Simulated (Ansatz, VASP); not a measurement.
## Rh: VASP beside Ansatz

```
Rh
1.0
     2.68874    0.00000    0.00000
    -1.34437    2.32851    0.00000
     0.00000    0.00000    4.32902
Rh
2
Direct
  0.66667 0.33333 0.75000
  0.33333 0.66667 0.25000
```

Alike in both runs: task single point; functional PBEsol; k mesh 30 × 30 × 16; occupations gaussian, width 0.15 eV; no spin polarisation.

|  | VASP | Ansatz |
| --- | --- | --- |
| version | VASP 6.6.1 | Ansatz 0.2.0 |
| potentials or method | VASP PAW PBE potentials, release 64 (Rh_pv), cutoff 520 eV | scalar-relativistic, plane waves, PAW |
| valence electrons in the cell | 30 | 34 |

|  | VASP | Ansatz | Ansatz less VASP |
| --- | --- | --- | --- |
| gap on the k mesh at the Fermi level (eV) | none | none | - |
| pressure (GPa) | 0.1 | 0.1 | +0.05 |
| traceless stress, the component that is largest in VASP (GPa) | 0.43 | 0.43 | -0.007 |

VASP's potentials were made for PBE, not for PBEsol. A gap of «none» marks a metal or a gap that the smearing closes. With one functional, cell and mesh, what is left measures potentials, basis and numerics. VASP's potentials hold 30 valence electrons a cell and Ansatz's 34, so a difference there can come from the potentials and not from the codes.
